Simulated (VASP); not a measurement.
# OsCl3 (Pm-3m) in VASP: single point with PBE+U

Aim: the single point of OsCl3 with PBE+U.

All numbers are computed with VASP 6.6.1; they aren't measurements. Logs are shortened: lines on timing, memory, paths and dates and some standing lists are left out, and cuts for length are marked.

## 1. The cell of the first run

The structure is cubic, space group Pm-3m (No. 221). The conventional cell has a = 4.912 Å, b = 4.912 Å, c = 4.912 Å, α = 90.00°, β = 90.00°, γ = 90.00°. Within 3.2 Å of Os (site symmetry m-3m) lie 6 Cl at 2.46 Å. Within 3.2 Å of Cl (site symmetry 4/mmm) lie 2 Os at 2.46 Å.

## 2. Single point, PBE+U, collinear spin, ferromagnetic start

File INCAR:

```
SYSTEM = OsCl3
PREC = Accurate
ENCUT = 520
EDIFF = 1E-7
ISMEAR = 0
SIGMA = 0.05
LREAL = .False.
LASPH = .True.
NELM = 150
ALGO = Normal
ISIF = 2
LWAVE = .False.
LCHARG = .True.
ISPIN = 2
MAGMOM = 1.8 0.12 0.12 0.12
LORBIT = 11
LMAXMIX = 4
LDAU = .True.
LDAUTYPE = 2
LDAUL = 2 -1
LDAUU = 1 0
LDAUJ = 0 0
LDAUPRINT = 1
GGA = PE
LELF = .True.
LVHAR = .True.
NBANDS = 26
```

File KPOINTS:

```
regular mesh
0
Gamma
  4 4 4
  0 0 0
```

File POSCAR:

```
OsCl3
1.0
    4.9123188200      0.0000000000      0.0000000000
    0.0000000000      4.9123188200      0.0000000000
    0.0000000000      0.0000000000      4.9123188200
Os Cl
1 3
Direct
    0.0000000000      0.0000000000      0.0000000000
    0.5000000000      0.0000000000      0.0000000000
    0.0000000000      0.0000000000      0.5000000000
    0.0000000000      0.5000000000      0.0000000000
```

Potentials or basis: VASP PAW PBE potentials, release 64 (Os, Cl).

Started as:

```bash
cat potpaw_PBE.64/Os/POTCAR potpaw_PBE.64/Cl/POTCAR > POTCAR
mpirun -np 1 vasp_std > vasp.out
```

OUTCAR:

```text
SYSTEM = OsCl3
   PREC = Accurate
   ENCUT = 520
   EDIFF = 1E-7
   ISMEAR = 0
   LREAL = .False.
   LASPH = .True.
   NELM = 150
   ISIF = 2
   ISPIN = 2
   LORBIT = 11
   GGA = PE

 ion  position               nearest neighbor table
   1  0.000  0.000  0.000-   2 2.46   3 2.46   4 2.46   3 2.46   4 2.46   2 2.46
   2  0.500  0.000  0.000-   1 2.46   1 2.46
   3  0.000  0.000  0.500-   1 2.46   1 2.46
   4  0.000  0.500  0.000-   1 2.46   1 2.46

  LATTYP: Found a simple cubic cell.
 ALAT       =     4.9123188200

  Lattice vectors:

 A1 = (   4.9123188200,   0.0000000000,   0.0000000000)
 A2 = (   0.0000000000,   4.9123188200,   0.0000000000)
 A3 = (   0.0000000000,   0.0000000000,   4.9123188200)

Analysis of symmetry for initial positions (statically):
=====================================================================
 Subroutine PRICEL returns:
 Original cell was already a primitive cell.

 Routine SETGRP: Setting up the symmetry group for a
 simple cubic supercell.

 Subroutine GETGRP returns: Found 48 space group operations
 (whereof 48 operations were pure point group operations)
 out of a pool of 48 trial point group operations.

The static configuration has the point symmetry O_h .

Analysis of symmetry for dynamics (positions and initial velocities):
=====================================================================
 Subroutine PRICEL returns:
 Original cell was already a primitive cell.

 Routine SETGRP: Setting up the symmetry group for a
 simple cubic supercell.

 Subroutine GETGRP returns: Found 48 space group operations
 (whereof 48 operations were pure point group operations)
 out of a pool of 48 trial point group operations.

The dynamic configuration has the point symmetry O_h .

Analysis of structural, dynamic, and magnetic symmetry:
=====================================================================
 Subroutine PRICEL returns:
 Original cell was already a primitive cell.

 Routine SETGRP: Setting up the symmetry group for a
 simple cubic supercell.

 Subroutine GETGRP returns: Found 48 space group operations
 (whereof 48 operations were pure point group operations)
 out of a pool of 48 trial point group operations.

The overall configuration has the point symmetry O_h .

 Subroutine INISYM returns: Found 48 space group operations
 (whereof 48 operations are pure point group operations),
 and found     1 'primitive' translations

----------------------------------------------------------------------------------------

                                     Primitive cell

  volume of cell :     118.5386

  direct lattice vectors                    reciprocal lattice vectors
     4.912318820  0.000000000  0.000000000     0.203569849  0.000000000  0.000000000
     0.000000000  4.912318820  0.000000000     0.000000000  0.203569849  0.000000000
     0.000000000  0.000000000  4.912318820     0.000000000  0.000000000  0.203569849

  length of vectors
     4.912318820  4.912318820  4.912318820     0.203569849  0.203569849  0.203569849

  position of ions in fractional coordinates (direct lattice)
     0.000000000  0.000000000  0.000000000
     0.500000000  0.000000000  0.000000000
     0.000000000  0.000000000  0.500000000
     0.000000000  0.500000000  0.000000000

  ion indices of the primitive-cell ions
   primitive index   ion index
                 1           1
                 2           2
                 3           3
                 4           4

----------------------------------------------------------------------------------------

 KPOINTS: regular mesh

[... 68 lines left out ...]
   EFERMI_NEDOS =   21; number of points for ismear=-14 and -15
   IALGO  =     38    algorithm
   IMIX   =      4    mixing-type and parameters
     AMIX     =   0.40;   BMIX     =  1.00
     AMIX_MAG =   1.60;   BMIX_MAG =  1.00
  volume/ion in A,a.u.               =      29.63       199.98
  Fermi-wavevector in a.u.,A,eV,Ry     =   1.023892  1.934876 14.263742  1.048355
  Thomas-Fermi vector in A             =   2.157650
   LORBIT       =     11    0 simple, 1 ext, 2 COOP (PROOUT), +10 PAW based schemes
 LDA+U is selected, type is set to LDAUTYPE =  2
   angular momentum for each species LDAUL =     2   -1
   U (eV)           for each species LDAUU =   1.0  0.0
   J (eV)           for each species LDAUJ =   0.0  0.0
   GGA     = PE    functional components
   LHFCALC =     F    Hartree Fock is set to
   AEXX    =    0.0000 exact exchange contribution
   IVDW    =     0    specifies the selected vdW correction
   LEPSILON=     F    determine dielectric tensor
   LRPA    =     F    only Hartree local field effects (RPA)
 spin polarized calculation
 Gauss-broadening in eV      SIGMA  =   0.05
  energy-cutoff  :      520.00
  volume of cell :      118.54
 maximum number of plane-waves:      3218
 NGX is ok and might be reduce to    40
   NGX = 19   NGY = 19   NGZ = 19

atom =   1  type =  1  l = 2

 onsite density matrix

spin component  1

  0.9244  0.0000 -0.0000 -0.0000 -0.0000
  0.0000  0.9244  0.0000  0.0000 -0.0000
 -0.0000  0.0000  0.6041 -0.0000  0.0000
 -0.0000  0.0000 -0.0000  0.9244 -0.0000
 -0.0000 -0.0000  0.0000 -0.0000  0.6041

spin component  2

  0.4257 -0.0000 -0.0000  0.0000  0.0000
 -0.0000  0.4257  0.0000 -0.0000  0.0000
 -0.0000  0.0000  0.3371  0.0000 -0.0000
  0.0000 -0.0000  0.0000  0.4257 -0.0000
  0.0000  0.0000 -0.0000 -0.0000  0.3371

 occupancies and eigenvectors

  o =  0.3371  v =  0.0000  0.0000  0.0000  0.0000  0.0000  0.0000  0.0000 -0.9991 -0.0000 -0.0418      0.0000  0.0000  0.0000  0.0000  0.0000  0.0000  0.0000  0.0000  0.0000  0.0000
  o =  0.3371  v =  0.0000  0.0000  0.0000  0.0000  0.0000  0.0000  0.0000 -0.0418  0.0000  0.9991      0.0000  0.0000  0.0000  0.0000  0.0000  0.0000  0.0000  0.0000  0.0000  0.0000
  o =  0.4257  v =  0.0000  0.0000  0.0000  0.0000  0.0000  1.0000  0.0000  0.0000  0.0000  0.0000      0.0000  0.0000  0.0000  0.0000  0.0000  0.0000  0.0000  0.0000  0.0000  0.0000
  o =  0.4257  v =  0.0000  0.0000  0.0000  0.0000  0.0000  0.0000 -1.0000 -0.0000 -0.0055 -0.0000      0.0000  0.0000  0.0000  0.0000  0.0000  0.0000  0.0000  0.0000  0.0000  0.0000
  o =  0.4257  v =  0.0000  0.0000  0.0000  0.0000  0.0000  0.0000 -0.0055  0.0000  1.0000 -0.0000      0.0000  0.0000  0.0000  0.0000  0.0000  0.0000  0.0000  0.0000  0.0000  0.0000
  o =  0.6041  v =  0.0000  0.0000  0.9985 -0.0000 -0.0550  0.0000  0.0000  0.0000  0.0000  0.0000      0.0000  0.0000  0.0000  0.0000  0.0000  0.0000  0.0000  0.0000  0.0000  0.0000
  o =  0.6041  v =  0.0000 -0.0000  0.0550 -0.0000  0.9985  0.0000  0.0000  0.0000  0.0000  0.0000      0.0000  0.0000  0.0000  0.0000  0.0000  0.0000  0.0000  0.0000  0.0000  0.0000
  o =  0.9244  v =  1.0000  0.0000  0.0000  0.0000  0.0000  0.0000  0.0000  0.0000  0.0000  0.0000      0.0000  0.0000  0.0000  0.0000  0.0000  0.0000  0.0000  0.0000  0.0000  0.0000
  o =  0.9244  v =  0.0000 -0.0142 -0.0000 -0.9999 -0.0000  0.0000  0.0000  0.0000  0.0000  0.0000      0.0000  0.0000  0.0000  0.0000  0.0000  0.0000  0.0000  0.0000  0.0000  0.0000
  o =  0.9244  v =  0.0000  0.9999 -0.0000 -0.0142 -0.0000  0.0000  0.0000  0.0000  0.0000  0.0000      0.0000  0.0000  0.0000  0.0000  0.0000  0.0000  0.0000  0.0000  0.0000  0.0000

 number of electron      28.9999994 magnetization       2.4687500

 Free energy of the ion-electron system (eV)
  ---------------------------------------------------
  ext. energy  EPLUGINS =         0.00000000
  ---------------------------------------------------
  free energy    TOTEN  =       -15.43626473 eV

  energy without entropy =      -15.43212441  energy(sigma->0) =      -15.43419457

 E-fermi :   0.6623     XC(G=0):  -7.7725

 val. band max:        0.6301489279   @ k =   0.2500   0.2500   0.2500
 cond. band min:       0.6920833434   @ k =   0.2500   0.2500   0.0000
 fundamental gap:      0.0619344155
 Fermi energy:         0.6623043303

 spin component 1

 k-point     1 :       0.0000    0.0000    0.0000
  band No.  band energies     occupation
      1     -15.3786      1.00000
      2     -14.5974      1.00000
      3     -14.5974      1.00000
      4      -4.2562      1.00000
      5      -4.2562      1.00000
      6      -4.2562      1.00000
[... 279 lines left out ...]
     25      11.1628      0.00000
     26      11.4252      0.00000
 Fermi energy:         0.6623043303

 spin component 2

 k-point     1 :       0.0000    0.0000    0.0000
  band No.  band energies     occupation
      1     -15.2360      1.00000
      2     -14.4366      1.00000
      3     -14.4366      1.00000
      4      -4.1832      1.00000
      5      -4.1832      1.00000
      6      -4.1832      1.00000
[... 279 lines left out ...]
     25      11.2730      0.00000
     26      11.4944      0.00000

------------------------ aborting loop because EDIFF is reached ----------------------------------------

  FORCE on cell =-STRESS in cart. coord.  units (eV):
  Direction    XX          YY          ZZ          XY          YZ          ZX
  --------------------------------------------------------------------------------------
  -------------------------------------------------------------------------------------
  Total       -2.5270830     -2.5270830     -2.5270830     -0.0000000      0.0000000     -0.0000000
  in kB      -34.1562711    -34.1562711    -34.1562711     -0.0000000      0.0000000     -0.0000000
  external PRESSURE =     -34.1562711 kB  Pullay stress =       0.0000000 kB

 VOLUME and BASIS-vectors are now :
 -----------------------------------------------------------------------------
  energy-cutoff  :      520.00
  volume of cell :      118.54
      direct lattice vectors                 reciprocal lattice vectors
     4.912318820  0.000000000  0.000000000     0.203569849  0.000000000  0.000000000
     0.000000000  4.912318820  0.000000000     0.000000000  0.203569849  0.000000000
     0.000000000  0.000000000  4.912318820     0.000000000  0.000000000  0.203569849

 POSITION                                       TOTAL-FORCE (eV/Angst)
 -----------------------------------------------------------------------------------
      0.00000      0.00000      0.00000         0.000000      0.000000      0.000000
      2.45616      0.00000      0.00000         0.000000      0.000000      0.000000
      0.00000      0.00000      2.45616         0.000000      0.000000      0.000000
      0.00000      2.45616      0.00000         0.000000      0.000000      0.000000
 -----------------------------------------------------------------------------------
    total drift:                                0.000000      0.000000     -0.000000

  FREE ENERGIE OF THE ION-ELECTRON SYSTEM (eV)
  ---------------------------------------------------
  free  energy   TOTEN  =       -15.4362647329 eV

  energy  without entropy=      -15.4321244127  energy(sigma->0) =      -15.43419457

 total charge

# of ion       s       p       d       tot
------------------------------------------
    1        0.437   0.394   5.879   6.710
    2        1.598   3.472   0.000   5.070
    3        1.598   3.472   0.000   5.070
    4        1.598   3.472   0.000   5.070
--------------------------------------------------
tot          5.231  10.809   5.879  21.919

 magnetization (x)

# of ion       s       p       d       tot
------------------------------------------
    1        0.070   0.008   2.019   2.098
    2        0.012   0.081   0.000   0.093
    3        0.012   0.081   0.000   0.093
    4        0.012   0.081   0.000   0.093
--------------------------------------------------
tot          0.106   0.252   2.019   2.377
```

It took 2.6 min on 1 thread of AMD EPYC 7R13, shared host; peak memory 0.26 GiB.

Results:

```yaml
Free_energy: -15.4363 eV
Pressure: -3.4 GPa
Net_moment: 2.47 μB per cell
Site_moments: Os +2.10; Cl +0.09 μB
Valence_electrons_inside_the_program's_atomic_spheres: Os 6.71; Cl 5.07
```

Levels at points of the mesh, in eV from the Fermi level:
Spin up:
| k point | band 12 | band 13 | band 14 | band 15 | band 16 | band 17 | band 18 | band 19 | band 20 | band 21 |
| --- | --- | --- | --- | --- | --- | --- | --- | --- | --- | --- |
| (0.00, 0.00, 0.00) | -2.59 | -2.45 | -2.45 | -2.45 | -1.62 | -1.62 | 1.43 | 5.01 | 8.13 | 8.13 |
| (0.50, 0.00, 0.00) | -2.50 | -2.50 | -1.62 | -0.97 | -0.97 | -0.29 | 5.87 | 6.95 | 7.03 | 9.39 |
| (0.50, 0.50, 0.00) | -1.84 | -1.08 | -0.97 | -0.97 | -0.73 | 3.35 | 7.33 | 7.33 | 7.50 | 7.64 |
| (0.50, 0.50, 0.50) | -1.83 | -0.72 | -0.72 | -0.72 | 3.35 | 3.35 | 5.93 | 6.28 | 6.28 | 6.28 |
Spin down:
| k point | band 10 | band 11 | band 12 | band 13 | band 14 | band 15 | band 16 | band 17 |
| --- | --- | --- | --- | --- | --- | --- | --- | --- |
| (0.00, 0.00, 0.00) | -2.32 | -2.32 | -2.32 | -1.19 | -1.19 | -1.19 | -0.23 | -0.23 |
| (0.50, 0.00, 0.00) | -2.55 | -2.34 | -2.34 | -1.17 | -0.23 | 0.36 | 0.36 | 0.84 |
| (0.50, 0.50, 0.00) | -2.85 | -2.85 | -1.63 | 0.20 | 0.37 | 0.37 | 0.83 | 4.30 |
| (0.50, 0.50, 0.50) | -1.62 | -1.62 | -1.62 | 0.84 | 0.84 | 0.84 | 4.30 | 4.30 |

Eigenvalues of the final occupation matrices:
```
    site  spin  trace               eigenvalues
site 1 d     1   3.98  0.60 0.60 0.92 0.92 0.92
site 1 d     2   1.95  0.34 0.34 0.43 0.43 0.43
```

Caveat: spin-orbit coupling is left out, which moves the levels of the heavy elements. The state reached can hang on the start; a lower one may exist.
